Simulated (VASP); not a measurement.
# MgO (Fm-3m) in VASP: notebook, part 2 of 2

VASP 6.6.1. The steps go on from the part before.

## Step 4: Relaxation of cell and atoms, PBEsol

This run uses another cell than the first one, of 9.22 Å³/atom, 0.986 times its volume.

INCAR reads:

```
PREC     = Accurate       # precision mode
ENCUT    = 600            # plane-wave cutoff, eV
EDIFF    = 1E-6           # SCF threshold, eV
ISMEAR   = 0              # smearing method
SIGMA    = 0.02           # smearing width, eV
LREAL    = F              # projectors in reciprocal space
LASPH    = T              # aspherical terms in the spheres
NELM     = 100            # most SCF steps
ALGO     = Normal         # electronic algorithm
ISIF     = 3              # what is computed and relaxed
LWAVE    = F              # write WAVECAR
LCHARG   = F              # write CHGCAR
GGA      = PS             # functional
IBRION   = 2              # ionic algorithm
NSW      = 100            # ionic steps
EDIFFG   = -0.005         # ionic threshold
```

KPOINTS reads:

```
regular mesh
0
Gamma
  10 10 10
```

POSCAR reads:

```
MgO
1.0
    0.0000000000      2.0970013900      2.0970013900
    2.0970013900      0.0000000000      2.0970013900
    2.0970013900      2.0970013900      0.0000000000
Mg O
1 1
Direct
    0.0000000000      0.0000000000      0.0000000000
    0.5000000000      0.5000000000      0.5000000000
```

Potentials or basis: VASP PAW PBE potentials, release 64 (Mg, O).

Launch:

```bash
$ cat potpaw_PBE.64/Mg/POTCAR potpaw_PBE.64/O/POTCAR > POTCAR
$ mpirun -np 1 vasp_std > vasp.out
```

OUTCAR:

```text
PREC = Accurate
   ENCUT = 600
   EDIFF = 1E-6
   ISMEAR = 0
   LREAL = F
   LASPH = T
   NELM = 100
   ISIF = 3
   GGA = PS
   IBRION = 2
   NSW = 100
   EDIFFG = -0.005

 ion  position               nearest neighbor table
   1  0.000  0.000  0.000-   2 2.10   2 2.10   2 2.10   2 2.10   2 2.10   2 2.10
   2  0.500  0.500  0.500-   1 2.10   1 2.10   1 2.10   1 2.10   1 2.10   1 2.10

  LATTYP: Found a face centered cubic cell.
 ALAT       =     4.1940027800

  Lattice vectors:

 A1 = (   0.0000000000,   2.0970013900,   2.0970013900)
 A2 = (   2.0970013900,   0.0000000000,   2.0970013900)
 A3 = (   2.0970013900,   2.0970013900,   0.0000000000)

Analysis of symmetry for initial positions (statically):
=====================================================================
 Subroutine PRICEL returns:
 Original cell was already a primitive cell.

 Routine SETGRP: Setting up the symmetry group for a
 face centered cubic supercell.

 Subroutine GETGRP returns: Found 48 space group operations
 (whereof 48 operations were pure point group operations)
 out of a pool of 48 trial point group operations.

The static configuration has the point symmetry O_h .

Analysis of symmetry for dynamics (positions and initial velocities):
[... 167 lines left out ...]
  -------------------------------------------------------------------------------------
  Total        0.1869236      0.1869236      0.1869236      0.0000000      0.0000000      0.0000000
  in kB       16.2386029     16.2386029     16.2386029      0.0000000      0.0000000      0.0000000
  external PRESSURE =      16.2386029 kB  Pullay stress =       0.0000000 kB
[... 59 lines left out ...]
--------------------------------------- Ionic step        3  -------------------------------------------

 number of electron       8.0000005 magnetization

 Free energy of the ion-electron system (eV)
  ---------------------------------------------------
  ext. energy  EPLUGINS =         0.00000000
  ---------------------------------------------------
  free energy    TOTEN  =       -12.51498551 eV

  energy without entropy =      -12.51498551  energy(sigma->0) =      -12.51498551

 E-fermi :   3.2747     XC(G=0): -11.3240

 val. band max:        3.0871595100   @ k =   0.0000   0.0000   0.0000
 cond. band min:       7.7508842313   @ k =   0.0000   0.0000   0.0000
 fundamental gap:      4.6637247213
 Fermi energy:         3.2747058668

 k-point     1 :       0.0000    0.0000    0.0000
  band No.  band energies     occupation
      1     -14.1329      2.00000
      2       3.0872      2.00000
      3       3.0872      2.00000
      4       3.0872      2.00000
      5       7.7509      0.00000
      6      18.7375      0.00000
      7      18.7375      0.00000
      8      18.7375      0.00000
[... 243 lines left out ...]
 k-point    24 :       0.4000    0.3000    0.0000
  band No.  band energies     occupation
      1     -12.8607      2.00000
      2      -0.5494      2.00000
      3       1.7599      2.00000
      4       1.9843      2.00000
      5      12.5802      0.00000
      6      13.1062      0.00000
      7      16.5984      0.00000
      8      21.1701      0.00000

 [... further k-points ...]
[... 5 lines left out ...]
  --------------------------------------------------------------------------------------
  -------------------------------------------------------------------------------------
  Total       -0.0000643     -0.0000643     -0.0000643     -0.0000000     -0.0000000      0.0000000
  in kB       -0.0055280     -0.0055280     -0.0055280     -0.0000000     -0.0000000      0.0000000
  external PRESSURE =      -0.0055280 kB  Pullay stress =       0.0000000 kB
[... 17 lines left out ...]
  FREE ENERGIE OF THE ION-ELECTRON SYSTEM (eV)
  ---------------------------------------------------
  free  energy   TOTEN  =       -12.5149855058 eV

  energy  without entropy=      -12.5149855058  energy(sigma->0) =      -12.51498551

 reached required accuracy - stopping structural energy minimisation
```

CONTCAR:

```text
MgO
   1.00000000000000
     0.0000000000000000    2.1039976739247721    2.1039976739247721
     2.1039976739247721    0.0000000000000000    2.1039976739247721
     2.1039976739247721    2.1039976739247721    0.0000000000000000
  Mg              O
     1     1
Direct
     0.0000000000000000    0.0000000000000000    0.0000000000000000
     0.5000000000000000    0.5000000000000000    0.5000000000000000

  0.00000000E+00  0.00000000E+00  0.00000000E+00
  0.00000000E+00  0.00000000E+00  0.00000000E+00
```

Wall time 8.9 s (1 thread of Intel Xeon 6975P-C, shared host); peak memory 0.15 GiB.

Results:

* Free energy: -12.5150 eV
* Relaxed volume: 9.31 Å³/atom
* Relaxed cell: a = 2.976 Å, b = 2.976 Å, c = 2.976 Å, α = 60.00°, β = 60.00°, γ = 60.00°
* Space group after relaxing (to 0.05 Å): Fm-3m (No. 225)
* Energy gained by relaxing: 0.5 meV/atom
* Ionic steps: 3
* Pressure after relaxing: 0.0 GPa
* Band gap on the k mesh: 4.66 eV, direct

The path:
```csv
step,energy change (eV),largest force (eV/Å),pressure (GPa),volume (Å³)
1,0.0000,0.0000,1.62,18.44
2,-0.0008,0.0000,-0.56,18.69
3,-0.0009,0.0000,0.00,18.63
```

Final structure:
```
Mg O
1.0
     0.00000    2.10400    2.10400
     2.10400    0.00000    2.10400
     2.10400    2.10400    0.00000
Mg O
1 1
Direct
  0.00000 0.00000 0.00000
  0.50000 0.50000 0.50000
```

Levels at points of the mesh, in eV from the valence-band top:
```tsv
k point	band 2	band 3	band 4	band 5	band 6	band 7
(0.00, 0.00, 0.00)	0.00	0.00	0.00	4.66	15.65	15.65
(0.50, 0.00, 0.00)	-4.69	-0.67	-0.67	7.76	12.54	16.21
(0.50, 0.50, 0.00)	-4.16	-1.37	-1.37	8.93	9.91	13.00
```

Caveat: the PAW data sets were made with another functional, which shifts forces and pressure a little.

## Step 5: The runs side by side

| task | cell | cutoff (eV) | smearing | gap on the mesh (eV) | pressure (GPa) |
| --- | --- | --- | --- | --- | --- |
| single point | a = 2.980 Å, angles 60.0°, 2 atoms | 520 | gaussian 0.02 eV | 4.62 | -0.5 |
| single point | a = 2.980 Å, angles 60.0°, 2 atoms | 520 | gaussian 0.01 eV | 4.62 | -0.5 |
| relaxation of cell and atoms | relaxed from a = 2.966 Å, angles 60.0°, 2 atoms | 600 | gaussian 0.02 eV | 4.66 | 0.0 |

Alike in all rows: level PBEsol; potentials or basis VASP PAW PBE potentials, release 64 (Mg, O); no spin polarisation; k mesh 10 × 10 × 10.

Caveats: the PAW data sets were made with another functional, which shifts forces and pressure a little.

Total energies depend on the potentials used, so only differences within one code and one set of settings carry meaning.
